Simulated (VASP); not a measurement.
# Si2W (I4/mmm) in VASP: a series of runs, part 2 of 2

VASP 6.6.1. The steps go on from the part before.

### 4 Single point, RPBE

Input file INCAR:

```
PREC = Accurate
ENCUT = 520
EDIFF = 1E-7
ISMEAR = -1
SIGMA = 0.05
LREAL = F
LASPH = T
NELM = 80
ALGO = Normal
ISIF = 2
LWAVE = F
LCHARG = F
GGA = RP
NBANDS = 18
```

Input file KPOINTS:

```
Automatic mesh
0
Gamma
  7 7 7
```

Input file POSCAR:

```
Si2W
1.0
   -1.6069000000      1.6069000000      3.9149500000
    1.6069000000     -1.6069000000      3.9149500000
    1.6069000000      1.6069000000     -3.9149500000
W Si
1 2
Direct
    0.0000000000      0.0000000000      0.0000000000
    0.6653000000      0.6653000000      0.0000000000
    0.3347000000      0.3347000000      0.0000000000
```

Potentials or basis: VASP PAW PBE potentials, release 64 (W_sv, Si).

Started as:

```
cat potpaw_PBE.64/W_sv/POTCAR potpaw_PBE.64/Si/POTCAR > POTCAR
mpirun -np 1 vasp_std > vasp.out
```

OUTCAR:

```text
PREC = Accurate
   ENCUT = 520
   EDIFF = 1E-7
   ISMEAR = -1
   LREAL = F
   LASPH = T
   NELM = 80
   ISIF = 2
   GGA = RP

 ion  position               nearest neighbor table
   1  0.000  0.000  0.000-   2 2.62   2 2.62   2 2.62   3 2.62   2 2.62   3 2.62   3 2.62   3 2.62
                             2 2.62   3 2.62
   2  0.665  0.665  0.000-   3 2.59   1 2.62   1 2.62   1 2.62   1 2.62   1 2.62   3 2.63   3 2.63
                             3 2.63   3 2.63
   3  0.335  0.335  0.000-   2 2.59   1 2.62   1 2.62   1 2.62   1 2.62   1 2.62   2 2.63   2 2.63
                             2 2.63   2 2.63

  LATTYP: Found a body centered tetragonal cell.
 ALAT       =     3.2138000000
 C/A-ratio  =     2.4363370465

  Lattice vectors:

 A1 = (  -1.6069000000,   1.6069000000,   3.9149500000)
 A2 = (   1.6069000000,  -1.6069000000,   3.9149500000)
 A3 = (   1.6069000000,   1.6069000000,  -3.9149500000)

Analysis of symmetry for initial positions (statically):
=====================================================================
 Subroutine PRICEL returns:
 Original cell was already a primitive cell.

 Routine SETGRP: Setting up the symmetry group for a
 body centered tetragonal supercell.

[... 163 lines left out ...]
  ---------------------------------------------------
  free energy    TOTEN  =       -23.63719175 eV

  energy without entropy =      -23.63491078  energy(sigma->0) =      -23.63605127

 E-fermi :  11.9860     XC(G=0): -12.5003

 val. band max:       11.7676594157   @ k =  -0.2857   0.4286   0.2857
 cond. band min:      12.0048296961   @ k =  -0.4286  -0.4286   0.4286
 fundamental gap:      0.2371702804
 Fermi energy:        11.9860002130

 k-point     1 :       0.0000    0.0000    0.0000
  band No.  band energies     occupation
      1     -61.8204      2.00000
      2     -26.0785      2.00000
      3     -26.0583      2.00000
      4     -26.0583      2.00000
      5      -2.0372      2.00000
      6       5.1849      2.00000
[... 481 lines left out ...]
      5       2.7182      2.00000
      6       3.0517      2.00000
[... 10 lines left out ...]
     17      19.5790      0.00000
     18      20.8130      0.00000

 [... further k-points ...]
[... 5 lines left out ...]
  --------------------------------------------------------------------------------------
  -------------------------------------------------------------------------------------
  Total        1.4478258      1.4478258      1.5050841      0.0000000     -0.0000000      0.0000000
  in kB       57.3671111     57.3671111     59.6358533      0.0000000     -0.0000000      0.0000000
  external PRESSURE =      58.1233585 kB  Pullay stress =       0.0000000 kB

 VOLUME and BASIS-vectors are now :
 -----------------------------------------------------------------------------
  energy-cutoff  :      520.00
  volume of cell :       40.44
      direct lattice vectors                 reciprocal lattice vectors
    -1.606900000  1.606900000  3.914950000     0.000000000  0.311158131  0.127715552
     1.606900000 -1.606900000  3.914950000     0.311158131  0.000000000  0.127715552
     1.606900000  1.606900000 -3.914950000     0.311158131  0.311158131  0.000000000

 POSITION                                       TOTAL-FORCE (eV/Angst)
 -----------------------------------------------------------------------------------
      0.00000      0.00000      0.00000         0.000000      0.000000      0.000000
      0.00000      0.00000      5.20923         0.000000      0.000000      0.080059
      0.00000      0.00000      2.62067        -0.000000     -0.000000     -0.080059
 -----------------------------------------------------------------------------------
    total drift:                               -0.000000     -0.000000      0.000000

  FREE ENERGIE OF THE ION-ELECTRON SYSTEM (eV)
  ---------------------------------------------------
  free  energy   TOTEN  =       -23.6371917542 eV

  energy  without entropy=      -23.6349107773  energy(sigma->0) =      -23.63605127
```

OSZICAR:

```text
N       E                     dE             d eps       ncg     rms          rms(c)
DAV:   1     0.132602037493E+03    0.13260E+03   -0.10785E+04  1440   0.123E+03
DAV:   2    -0.199593423946E+02   -0.15256E+03   -0.14886E+03  1616   0.321E+02
DAV:   3    -0.244294223028E+02   -0.44701E+01   -0.44228E+01  1824   0.501E+01
DAV:   4    -0.244667904224E+02   -0.37368E-01   -0.37329E-01  1672   0.486E+00
DAV:   5    -0.244672012029E+02   -0.41078E-03   -0.41075E-03  1694   0.541E-01    0.254E+01
DAV:   6    -0.237357715441E+02    0.73143E+00   -0.33592E+00  1572   0.131E+01    0.897E+00
DAV:   7    -0.236585975960E+02    0.77174E-01   -0.22094E-01  1566   0.261E+00    0.456E+00
DAV:   8    -0.236375876337E+02    0.21010E-01   -0.41863E-02  1586   0.165E+00    0.380E-01
DAV:   9    -0.236372726098E+02    0.31502E-03   -0.10552E-03  1706   0.260E-01    0.227E-01
DAV:  10    -0.236372000172E+02    0.72593E-04   -0.31766E-04  1694   0.153E-01    0.430E-02
DAV:  11    -0.236371924153E+02    0.76020E-05   -0.37370E-05  1676   0.442E-02    0.211E-02
DAV:  12    -0.236371927907E+02   -0.37547E-06   -0.17499E-06  1718   0.884E-03    0.483E-03
DAV:  13    -0.236371918817E+02    0.90907E-06   -0.33100E-07  1518   0.492E-03    0.680E-04
DAV:  14    -0.236371917581E+02    0.12361E-06   -0.13336E-08   788   0.113E-03    0.330E-04
DAV:  15    -0.236371917542E+02    0.38176E-08   -0.24854E-09   786   0.516E-04
   1 F= -.23637192E+02 E0= -.23636051E+02  d E =-.228098E-02
```

stdout:

```text
POSCAR found type information on POSCAR W Si
 POSCAR found :  2 types and       3 ions
 scaLAPACK will be used
 -----------------------------------------------------------------------------
|                                                                             |
|                                                                             |
|     You enforced a specific xc type in the INCAR file but a different       |
|     I HOPE YOU KNOW WHAT YOU ARE DOING!                                     |
|                                                                             |
 -----------------------------------------------------------------------------

 LDA part: xc-table for (Slater+PW92), standard interpolation
 POSCAR, INCAR and KPOINTS ok, starting setup
 FFT: planning ... GRIDC
 FFT: planning ... GRID_SOFT
 FFT: planning ... GRID
 WAVECAR not read
 entering main loop
```

Run time: 42 s. Hardware: 1 thread of Intel Xeon 8259CL, shared host; peak memory 0.21 GiB.

What came out:

- Free energy: -23.6372 eV
- Pressure: 5.8 GPa
- Largest force: 0.080 eV/Å
- Band gap on the k mesh: zero (band 11 reaches 12.77 eV, above the bottom of band 12 at 11.72 eV)

Forces in eV/Å, atoms in the order of the input:
```
W    0.000  0.000  0.000
Si   0.000  0.000  0.080
Si   0.000  0.000 -0.080
```

Stress tensor (GPa, compression positive):
```
5.74 0.00 0.00
0.00 5.74 0.00
0.00 0.00 5.96
```

Levels at points of the mesh, in eV from the Fermi level:
```csv
k point,band 8,band 9,band 10,band 11,band 12,band 13,band 14,band 15
"(0.00, 0.00, 0.00)",-3.25,-2.78,-2.78,0.68,2.83,2.93,3.12,3.12
```

Caveat: the k points lie up to 0.39 Å⁻¹ apart; the PAW data sets were made with another functional, which shifts forces and pressure a little; spin-orbit coupling is left out, which moves the levels of the heavy elements.

### 5 Single point, BLYP

Input file INCAR:

```
SYSTEM = Si2W
PREC = Accurate ; ENCUT = 520
EDIFF = 1E-6 ; ISMEAR = -1
SIGMA = 0.05 ; LREAL = .False.
LASPH = .True. ; NELM = 60
ALGO = Normal ; ISIF = 2
LWAVE = .False. ; LCHARG = .False.
GGA = B5 ; ALDAX = 1.0
AGGAX = 1.0 ; AGGAC = 1.0
ALDAC = 0.0 ; NBANDS = 18
```

Input file KPOINTS:

```
regular mesh
0
Gamma
  7 7 7
  0 0 0
```

POSCAR is that of step 4.

Started as:

```
cat potpaw_PBE.64/W_sv/POTCAR potpaw_PBE.64/Si/POTCAR > POTCAR
mpirun -np 1 vasp_std > vasp.out
```

Wall time 50 s (1 thread of Intel Xeon 8259CL, shared host); peak memory 0.21 GiB.

The run converged. Its results:

```
Free energy            : -20.5973 eV
Pressure               : 13.3 GPa
Largest force          : 0.022 eV/Å
Band gap on the k mesh : zero (band 11 reaches 13.13 eV, above the bottom of band 12 at 12.13 eV)
```

Forces on the atoms (eV/Å):
```
W    0.000  0.000  0.000
Si   0.000  0.000 -0.022
Si   0.000  0.000  0.022
```

Stress tensor (GPa, compression positive):
```
13.78  0.00  0.00
 0.00 13.78  0.00
 0.00  0.00 12.43
```

Levels at points of the mesh, in eV from the Fermi level:
| k point | band 8 | band 9 | band 10 | band 11 | band 12 | band 13 | band 14 | band 15 |
| --- | --- | --- | --- | --- | --- | --- | --- | --- |
| (0.00, 0.00, 0.00) | -3.14 | -2.79 | -2.79 | 0.64 | 2.74 | 3.17 | 3.17 | 3.42 |

Caveat: the k points lie up to 0.39 Å⁻¹ apart; the PAW data sets were made with another functional, which shifts forces and pressure a little; spin-orbit coupling is left out, which moves the levels of the heavy elements.

### 6 The runs side by side

```tsv
level	potentials or basis	gap on the mesh (eV)	pressure (GPa)	largest force (eV/Å)
LDA	VASP PAW LDA potentials, release 64 (W_sv, Si)	none	-5.0	0.08
PBEsol	VASP PAW PBE potentials, release 64 (W_sv, Si)	none	-1.7	0.01
RPBE	VASP PAW PBE potentials, release 64 (W_sv, Si)	none	5.8	0.08
BLYP	VASP PAW PBE potentials, release 64 (W_sv, Si)	none	13.3	0.02
```

Alike in all rows: task single point; no spin polarisation; cell as given; k mesh 7 × 7 × 7; cutoff (eV) 520; smearing fermi-dirac 0.05 eV.

Caveats: all runs use coarse meshes; spin-orbit coupling is left out, which moves the levels of the heavy elements; the PAW data sets were made with another functional, which shifts forces and pressure a little (some runs).

Absolute energies hang on the potentials; compare differences alone.
